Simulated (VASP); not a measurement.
# ZrS2 (P-3m1) in VASP: single point with HSE06

Aim: the single point of ZrS2 with HSE06.

Everything below comes from runs of VASP 6.6.1. Logs are shortened: lines on timing, memory, paths and dates and some standing lists are left out, and cuts for length are marked.

**1. The cell of the first run**

The structure is trigonal, space group P-3m1 (No. 164). The conventional cell has a = 3.567 Å, b = 3.567 Å, c = 5.857 Å, α = 90.00°, β = 90.00°, γ = 120.00°. Within 3.4 Å of Zr (site symmetry -3m) lie 6 S at 2.54 Å. Within 3.4 Å of S (site symmetry 3m) lie 3 Zr at 2.54 Å.

**2. Single point, HSE06 (biaxial xy strain -2.9%)**

File POSCAR:

```
ZrS2
1.0
    3.5670705589      0.0000000000      0.0000000000
   -1.7835352794      3.0891737211      0.0000000000
    0.0000000000      0.0000000000      5.8571358081
Zr S
1 2
Direct
    0.0000000000      0.0000000000      0.0000000000
    0.6666666667      0.3333333333      0.7457521157
    0.3333333333      0.6666666667      0.2542478843
```

File INCAR.step1:

```
SYSTEM = ZrS2
PREC = Accurate ; ENCUT = 400
EDIFF = 1E-5 ; ISMEAR = 0
SIGMA = 0.01 ; LREAL = .FALSE.
LASPH = .TRUE. ; NELM = 120
ALGO = Normal ; ISIF = 2
LWAVE = .TRUE. ; LCHARG = .FALSE.
NBANDS = 19 ; GGA = PE
GGA_COMPAT = .FALSE.
```

File INCAR.step2:

```
SYSTEM = ZrS2
PREC = Accurate ; ENCUT = 400
EDIFF = 1E-6 ; ISMEAR = 0
SIGMA = 0.01 ; LREAL = .FALSE.
LASPH = .TRUE. ; NELM = 120
ALGO = Normal ; ISIF = 2
LWAVE = .FALSE. ; LCHARG = .FALSE.
GGA = PE ; LHFCALC = .TRUE.
HFSCREEN = 0.2079 ; PRECFOCK = Normal
NBANDS = 19 ; ISTART = 1
GGA_COMPAT = .FALSE.
```

File KPOINTS:

```
regular mesh
0
G
  6 6 4
  0 0 0
```

Potentials or basis: VASP PAW PBE potentials, release 64 (Zr_sv, S).

Command:

```console
cat potpaw_PBE.64/Zr_sv/POTCAR potpaw_PBE.64/S/POTCAR > POTCAR
cp INCAR.step1 INCAR
mpirun -np 1 vasp_std > vasp.out
cp INCAR.step2 INCAR
mpirun -np 1 vasp_std > vasp.out
```

OUTCAR:

```text
SYSTEM = ZrS2
   PREC = Accurate
   ENCUT = 400
   EDIFF = 1E-6
   ISMEAR = 0
   LREAL = .FALSE.
   LASPH = .TRUE.
   NELM = 120
   ISIF = 2
   GGA = PE
   LHFCALC = .TRUE.
   HFSCREEN = 0.2079
   PRECFOCK = Normal
   ISTART = 1

 ion  position               nearest neighbor table
   1  0.000  0.000  0.000-   2 2.54   3 2.54   3 2.54   2 2.54   2 2.54   3 2.54
   2  0.667  0.333  0.746-   1 2.54   1 2.54   1 2.54
   3  0.333  0.667  0.254-   1 2.54   1 2.54   1 2.54

  LATTYP: Found a hexagonal cell.
 ALAT       =     3.5670705589
 C/A-ratio  =     1.6420016681

  Lattice vectors:

 A1 = (   3.5670705589,   0.0000000000,   0.0000000000)
 A2 = (  -1.7835352794,   3.0891737211,   0.0000000000)
 A3 = (   0.0000000000,   0.0000000000,   5.8571358081)

Analysis of symmetry for initial positions (statically):
=====================================================================
 Subroutine PRICEL returns:
 Original cell was already a primitive cell.

 Routine SETGRP: Setting up the symmetry group for a
 hexagonal supercell.

 Subroutine GETGRP returns: Found 12 space group operations
 (whereof 12 operations were pure point group operations)
 out of a pool of 24 trial point group operations.

The static configuration has the point symmetry D_3d.

Analysis of symmetry for dynamics (positions and initial velocities):
=====================================================================
 Subroutine PRICEL returns:
 Original cell was already a primitive cell.

 Routine SETGRP: Setting up the symmetry group for a
 hexagonal supercell.

 Subroutine GETGRP returns: Found 12 space group operations
 (whereof 12 operations were pure point group operations)
 out of a pool of 24 trial point group operations.

The dynamic configuration has the point symmetry D_3d.

 Subroutine INISYM returns: Found 12 space group operations
 (whereof 12 operations are pure point group operations),
 and found     1 'primitive' translations

----------------------------------------------------------------------------------------

                                     Primitive cell

  volume of cell :      64.5415

[... 90 lines left out ...]
   LREAL  =      F    real-space projection
   EDIFFG = 0.1E-04   stopping-criterion for IOM
   NSW    =      0    number of steps for IOM
   IBRION =     -1    ionic relax: 0-MD 1-quasi-New 2-CG
   NFREE  =      0    steps in history (QN), initial steepest desc. (CG)
   ISIF   =      2    stress and relaxation
   ISYM   =      3    0-nonsym 1-usesym 2-fastsym
   POTIM  = 0.5000    time-step for ionic-motion
   TEBEG  =    0.0;   TEEND  =   0.0 temperature during run
   PSTRESS=    0.0 pullay stress
   NELECT =      24.0000    total number of electrons
   NUPDOWN=      -1.0000    fix difference up-down
   EMIN   =  10.00;   EMAX   =-10.00  energy-range for DOS
   EFERMI =   0.00;   METHOD = LEGACY
   ISMEAR =     0;   SIGMA  =   0.01  broadening in eV -4-tet -1-fermi 0-gaus
   EFERMI_NEDOS =   21; number of points for ismear=-14 and -15
   IALGO  =     38    algorithm
   IMIX   =      1    mixing-type and parameters
     AMIX     =   0.40;   BMIX     =  1.00
     AMIX_MAG =   1.60;   BMIX_MAG =  1.00
  volume/ion in A,a.u.               =      21.51       145.18
  Fermi-wavevector in a.u.,A,eV,Ry     =   1.177241  2.224663 18.856273  1.385897
  Thomas-Fermi vector in A             =   2.313591
   LORBIT       =      0    0 simple, 1 ext, 2 COOP (PROOUT), +10 PAW based schemes
   GGA     = PE    functional components
   LHFCALC =     T    Hartree Fock is set to
   PRECFOCK=normal    Normal, Fast or Accurate (Low or Medium for compatibility)
   ENCUT4O =  -1.0   cutoff for four orbital integrals eV
   NKREDX  =     1    reduce k-point grid by
   NKREDY  =     1    reduce k-point grid by
   NKREDZ  =     1    reduce k-point grid by
   AEXX    =    0.2500 exact exchange contribution
   HFSCREEN=    0.2079 screening length (either q_TF or 0.3 A-1)
   HFSCREENC=   0.2079 screening length for correlation (either q_TF or 0.3 A-1)
   ENCUTFOCK=  -1.0 apply spherical cutoff to Coloumb kernel
   IVDW    =     0    specifies the selected vdW correction
   LEPSILON=     F    determine dielectric tensor
   LRPA    =     F    only Hartree local field effects (RPA)
 non-spin polarized calculation
 Gauss-broadening in eV      SIGMA  =   0.01
  energy-cutoff  :      400.00
  volume of cell :       64.54
 maximum number of plane-waves:      1184
 NGX is ok and might be reduce to    24
  NGX = 18; NGY = 18; NGZ = 30

 number of electron      24.0000000 magnetization

 Free energy of the ion-electron system (eV)
  ---------------------------------------------------
  ext. energy  EPLUGINS =         0.00000000
  ---------------------------------------------------
  free energy    TOTEN  =       -25.33856282 eV

  energy without entropy =      -25.33856282  energy(sigma->0) =      -25.33856282

 E-fermi :   4.9430     XC(G=0):  -8.1859

 val. band max:        4.7396583896   @ k =   0.0000   0.0000   0.0000
 cond. band min:       6.1402553580   @ k =   0.5000   0.0000   0.5000
 fundamental gap:      1.4005969684
 Fermi energy:         4.9430068532

 k-point     1 :       0.0000    0.0000    0.0000
  band No.  band energies     occupation
      1     -47.5365      2.00000
      2     -24.2515      2.00000
      3     -24.0276      2.00000
      4     -24.0276      2.00000
      5      -9.5955      2.00000
      6      -7.8322      2.00000
[... 505 lines left out ...]
      6      -7.9776      2.00000
[... 11 lines left out ...]
     18      14.1193      0.00000
     19      14.7825      0.00000

------------------------ aborting loop because EDIFF is reached ----------------------------------------

  FORCE on cell =-STRESS in cart. coord.  units (eV):
  Direction    XX          YY          ZZ          XY          YZ          ZX
  --------------------------------------------------------------------------------------
  -------------------------------------------------------------------------------------
  Total        2.1416355      2.1416355      0.3488386      0.0000000      0.0000000      0.0000000
  in kB       53.1638985     53.1638985      8.6595604      0.0000000      0.0000000      0.0000000
  external PRESSURE =      38.3291192 kB  Pullay stress =       0.0000000 kB

 VOLUME and BASIS-vectors are now :
 -----------------------------------------------------------------------------
  energy-cutoff  :      400.00
  volume of cell :       64.54
      direct lattice vectors                 reciprocal lattice vectors
     3.567070559  0.000000000  0.000000000     0.280342086  0.161855579  0.000000000
    -1.783535279  3.089173721  0.000000000     0.000000000  0.323711157  0.000000000
     0.000000000  0.000000000  5.857135808     0.000000000  0.000000000  0.170731913

 POSITION                                       TOTAL-FORCE (eV/Angst)
 -----------------------------------------------------------------------------------
      0.00000      0.00000      0.00000        -0.000000      0.000000      0.000000
      1.78354      1.02972      4.36797         0.000000      0.000000      0.198847
     -0.00000      2.05945      1.48916        -0.000000     -0.000000     -0.198847
 -----------------------------------------------------------------------------------
    total drift:                               -0.000000     -0.000000      0.000003

  FREE ENERGIE OF THE ION-ELECTRON SYSTEM (eV)
  ---------------------------------------------------
  free  energy   TOTEN  =       -25.3385628203 eV

  energy  without entropy=      -25.3385628203  energy(sigma->0) =      -25.33856282
```

OSZICAR.step1:

```text
N       E                     dE             d eps       ncg     rms          rms(c)
DAV:   1     0.144533285775E+03    0.14453E+03   -0.10482E+04   920   0.960E+02
DAV:   2    -0.150707955462E+02   -0.15960E+03   -0.15633E+03  1158   0.258E+02
DAV:   3    -0.230165235906E+02   -0.79457E+01   -0.79079E+01  1471   0.527E+01
DAV:   4    -0.232350875902E+02   -0.21856E+00   -0.21807E+00  1284   0.715E+00
DAV:   5    -0.232402058245E+02   -0.51182E-02   -0.51173E-02  1330   0.984E-01    0.172E+01
DAV:   6    -0.213750968858E+02    0.18651E+01   -0.58057E+00  1001   0.135E+01    0.827E+00
DAV:   7    -0.213034913648E+02    0.71606E-01   -0.56062E-01  1188   0.404E+00    0.398E+00
DAV:   8    -0.213115654747E+02   -0.80741E-02   -0.95768E-02  1122   0.180E+00    0.962E-01
DAV:   9    -0.213108173747E+02    0.74810E-03   -0.11568E-02  1062   0.708E-01    0.517E-01
DAV:  10    -0.213110619102E+02   -0.24454E-03   -0.18968E-03  1053   0.308E-01    0.286E-01
DAV:  11    -0.213110089124E+02    0.52998E-04   -0.14504E-04  1082   0.917E-02    0.518E-02
DAV:  12    -0.213110358540E+02   -0.26942E-04   -0.72672E-05  1004   0.556E-02    0.268E-02
DAV:  13    -0.213110349911E+02    0.86294E-06   -0.29874E-06   636   0.100E-02
   1 F= -.21311035E+02 E0= -.21311035E+02  d E =-.570666E-16
```

Wall time 51 min (1 thread of Intel Xeon Platinum 8259CL at 2.50GHz (Skylake/Cascade Lake), shared host); peak memory 0.28 GiB.

What came out:

* Free energy: -25.3386 eV
* Pressure: 3.8 GPa
* Largest force: 0.199 eV/Å
* Band gap on the k mesh: 1.40 eV (least direct gap 2.35 eV)

Forces in eV/Å, atoms in the order of the input:
```
Zr   0.000  0.000  0.000
S    0.000  0.000  0.199
S    0.000  0.000 -0.199
```

Stress tensor (GPa, compression positive):
```
5.32 0.00 0.00
0.00 5.32 0.00
0.00 0.00 0.87
```

Caveat: the cell differs from its parent crystal (biaxial xy strain -2.9%); the cell stands under pressure; the PAW data sets were made with another functional, which shifts forces and pressure a little; this functional lacks dispersion, which binds the layers, so the pressure and a relaxed spacing across them are unreliable. A k mesh can miss the band edges.
